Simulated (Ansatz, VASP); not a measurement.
# Two plane-wave programs on HfS2

File POSCAR:

```
HfS2
1.0
    3.7392048372      0.0000000000      0.0000000000
   -1.8696024186      3.2382463790      0.0000000000
    0.0000000000      0.0000000000      6.0547088951
Hf S
1 2
Direct
    0.0000000000      0.0000000000      0.0000000000
    0.3333333333      0.6666666667      0.2301663116
    0.6666666667      0.3333333333      0.7698336884
```

The input INCAR.step1:

```
SYSTEM = HfS2
PREC = Accurate ; ENCUT = 400
EDIFF = 1E-5 ; ISMEAR = 0
SIGMA = 0.01 ; LREAL = .False.
LASPH = .True. ; NELM = 120
ALGO = Normal ; ISIF = 2
LWAVE = .True. ; LCHARG = .False.
NBANDS = 18 ; GGA = PE
GGA_COMPAT = .False.
```

INCAR.step2

```
SYSTEM = HfS2
PREC = Accurate ; ENCUT = 400
EDIFF = 1E-6 ; ISMEAR = 0
SIGMA = 0.01 ; LREAL = .False.
LASPH = .True. ; NELM = 120
ALGO = Normal ; ISIF = 2
LWAVE = .False. ; LCHARG = .False.
GGA = PE ; LHFCALC = .True.
HFSCREEN = 0.2079 ; PRECFOCK = Normal
NBANDS = 18 ; ISTART = 1
GGA_COMPAT = .False.
```

The input KPOINTS:

```
Automatic mesh
0
Gamma
  6 6 4
  0 0 0
```

Input for Ansatz:

```yaml
crystal:
  lattice:
    - [3.7392048372, 0.0, 0.0]
    - [-1.8696024186, 3.238246379, 0.0]
    - [0.0, 0.0, 6.0547088951]
  atoms:
    - { symbol: Hf, position: [0.0, 0.0, 0.0] }
    - { symbol: S, position: [0.3333333333, 0.6666666667, 0.2301663116] }
    - { symbol: S, position: [0.6666666667, 0.3333333333, 0.7698336884] }
kpoints:
  mp_grid: { grid: [6, 6, 4] }
  band_path:
    path:
      - [0.0, 0.0, 0.0]
      - [0.5, 0.0, 0.0]
      - [0.3333333333, 0.3333333333, 0.0]
      - [0.0, 0.0, 0.5]
      - [0.5, 0.0, 0.5]
      - [0.3333333333, 0.3333333333, 0.5]
      - [0.0, 0.25, 0.25]
      - [-0.067708, 0.135417, 0.0]
      - [0.0, 0.5, 0.5]
    npoints: 1
hamiltonian:
  xc: hse06
scf:
  occupations: { method: fixed }
  n_extra_bands: 4
output:
  forces: true
  stress: true
  eigenvalues: true
  write_density: true
  write_potential: true
  elf: true
  volumetric_format: npy
```

Change from the starting cell: hydrostatic strain +3.0%.

Alike in both runs: task single point; functional HSE06; k mesh 6 × 6 × 4; no spin polarisation.

|  | VASP | Ansatz |
| --- | --- | --- |
| version | VASP 6.6.1 | Ansatz 0.2.0 |
| potentials or method | VASP PAW PBE potentials, release 64 (Hf_pv, S) | plane waves, PAW |
| plane-wave cutoff (eV) | 400 | 420 |
| occupations | gaussian, width 0.01 eV | fixed |
| valence electrons in the cell | 22 | 38 |

|  | VASP | Ansatz | Ansatz less VASP |
| --- | --- | --- | --- |
| gap on the k mesh at the Fermi level (eV) | 2.19 | 2.22 | +0.029 |
| pressure (GPa) | -3.6 | -2.4 | +1.17 |
| traceless stress, the component that is largest in VASP (GPa) | 3.00 | 2.70 | -0.298 |
| rms of the force components (eV/Å) | 0.092 | 0.030 | -0.0620 |

Atom by atom the forces differ by 0.062 eV/Å (rms over components). VASP's potentials hold 22 valence electrons a cell and Ansatz's 38, so a difference there can come from the potentials and not from the codes. Ansatz's warnings: stress exchange threshold loose, stress scf threshold loose.

Spin-orbit coupling is off throughout.
